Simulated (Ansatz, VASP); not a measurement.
# One calculation of MoSe, two programs

```
Mo Se
1.0
     0.00000    2.77817    2.77817
     2.77817    0.00000    2.77817
     2.77817    2.77817    0.00000
Mo Se
1 1
Direct
  0.00000 0.00000 0.00000
  0.50000 0.50000 0.50000
```

Alike in both runs: task single point; functional r2SCAN; k mesh 12 × 12 × 12; occupations gaussian, width 0.1 eV; collinear spin; Hubbard terms Mo d U = 4.38 eV.

|  | VASP | Ansatz |
| --- | --- | --- |
| version | VASP 6.6.1 | Ansatz 0.2.0 |
| potentials or method | VASP PAW PBE potentials, release 64 (Mo_sv, Se), cutoff 520 eV | scalar-relativistic, plane waves, PAW |
| valence electrons in the cell | 20 | 30 |

VASP gave:

| Quantity | Value |
| --- | --- |
| gap on the k mesh at the Fermi level (eV) | none |
| pressure (GPa) | 5.8 |
| net moment per atom (μB) | 2.00 |
| size of the moment on the site where the two differ most (μB) | 3.65 |

Q: What did Ansatz give for the same quantities?

A: gap on the k mesh at the Fermi level (eV): none; pressure (GPa): 7.2; net moment per atom (μB): 2.00; size of the moment on the site where the two differ most (μB): 3.32.

VASP's potentials were made for PBE, not for r2SCAN. Site moments also hang on the region over which each program counts them. The programs project onto different local orbitals, so the same U acts differently, and such runs can settle in different states. A gap of «none» marks a metal or a gap that the smearing closes. VASP's potentials hold 20 valence electrons a cell and Ansatz's 30, so a difference there can come from the potentials and not from the codes. Ansatz's warnings: filled band counts differ across k points, stability check not made.
